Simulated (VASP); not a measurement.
Crystal: Sb2As2C.

```
Sb As C
1.0
     4.38332    0.00000    0.00000
    -2.19166    3.79606    0.00000
     0.00000    0.00000    7.55977
Sb As C
2 2 1
Direct
  0.66667 0.33333 0.37132
  0.33333 0.66667 0.62868
  0.66667 0.33333 0.72790
  0.33333 0.66667 0.27210
  0.00000 0.00000 0.00000
```

The cell was generated, and may not be a known phase.

```yaml
Program: VASP 6.6.1
Task: relaxation of cell and atoms
Functional: PBE
Potentials_or_basis: VASP PAW PBE potentials, release 64 (Sb, As, C)
Cutoff: 600 eV
k_mesh: 6 × 6 × 2
Occupations: gaussian, width 0.1 eV
Spin: no spin polarisation
```

At the start: pressure 8.9 GPa; volume 25.16 Å³/atom.

Q: How do energy, volume and symmetry change on relaxing?

A: Over 28 steps the energy falls by 559.3 meV/atom and the volume is 24.14 Å³/atom (-4.1 %); space group P-3m1 (No. 164, to 0.1 Å) before and after.

Step by step:
| step | energy change (eV) | largest force (eV/Å) | pressure (GPa) | volume (Å³) |
| --- | --- | --- | --- | --- |
| 1 | 0.0000 | 2.4056 | 8.86 | 125.79 |
| 2 | -0.7714 | 0.5159 | -4.10 | 152.68 |
| 3 | -0.8292 | 0.6535 | -2.06 | 145.93 |
| 4 | -1.1162 | 0.8182 | -2.17 | 141.66 |
| 5 | -1.7121 | 1.5247 | -1.03 | 128.00 |
| 6 | -1.6119 | 1.8980 | 1.16 | 121.26 |
| 7 | -1.7101 | 1.6717 | -0.26 | 125.37 |
| 8 | -1.8367 | 1.4864 | -0.49 | 123.55 |
| 9 | -2.0541 | 1.0631 | -0.52 | 118.15 |
| 10 | -2.0693 | 0.8852 | -0.12 | 115.62 |
| 11 | -2.2814 | 0.7328 | -0.26 | 114.97 |
| 12 | -2.5754 | 0.7084 | 0.99 | 112.68 |
| 13 | -2.6164 | 0.6168 | 0.42 | 113.62 |
| 14 | -2.6907 | 0.4039 | -0.84 | 116.50 |
| 15 | -2.7206 | 0.2478 | -2.14 | 122.39 |
| 16 | -2.7254 | 0.2111 | -1.88 | 120.42 |
| 17 | -2.7553 | 0.1081 | 0.10 | 117.61 |
| 18 | -2.7555 | 0.0840 | -0.07 | 117.82 |
| 19 | -2.7566 | 0.0698 | 0.01 | 117.73 |
| 20 | -2.7568 | 0.0740 | 0.07 | 117.66 |
| 21 | -2.7581 | 0.0961 | 0.06 | 117.75 |
| 22 | -2.7630 | 0.1534 | 0.04 | 118.03 |
| 23 | -2.7757 | 0.1957 | 0.00 | 118.60 |
| 24 | -2.7929 | 0.0592 | -0.02 | 119.72 |
| 25 | -2.7940 | 0.0594 | -0.05 | 120.10 |
| 26 | -2.7947 | 0.0508 | -0.03 | 120.17 |
| 27 | -2.7959 | 0.0327 | 0.00 | 120.34 |
| 28 | -2.7964 | 0.0239 | 0.05 | 120.68 |

Final structure:
```yaml
crystal:
  lattice:
    - [4.67218, 0.00000, 0.00000]
    - [-2.33609, 4.04622, 0.00000]
    - [0.00000, 0.00000, 6.38351]
  atoms:
    - { symbol: Sb, position: [0.66667, 0.33333, 0.24801] }
    - { symbol: Sb, position: [0.33333, 0.66667, 0.75199] }
    - { symbol: As, position: [0.66667, 0.33333, 0.80835] }
    - { symbol: As, position: [0.33333, 0.66667, 0.19165] }
    - { symbol: C, position: [0.00000, 0.00000, 0.00000] }
```

Caveat: the k points lie up to 0.49 Å⁻¹ apart in the final cell, too coarse for converged energies and pressures of a metal; a cell axis changed by over 15 % at a fixed basis, so the end point is rough; this functional lacks dispersion, which binds layers or chains, so the pressure and a relaxed spacing across them are unreliable.
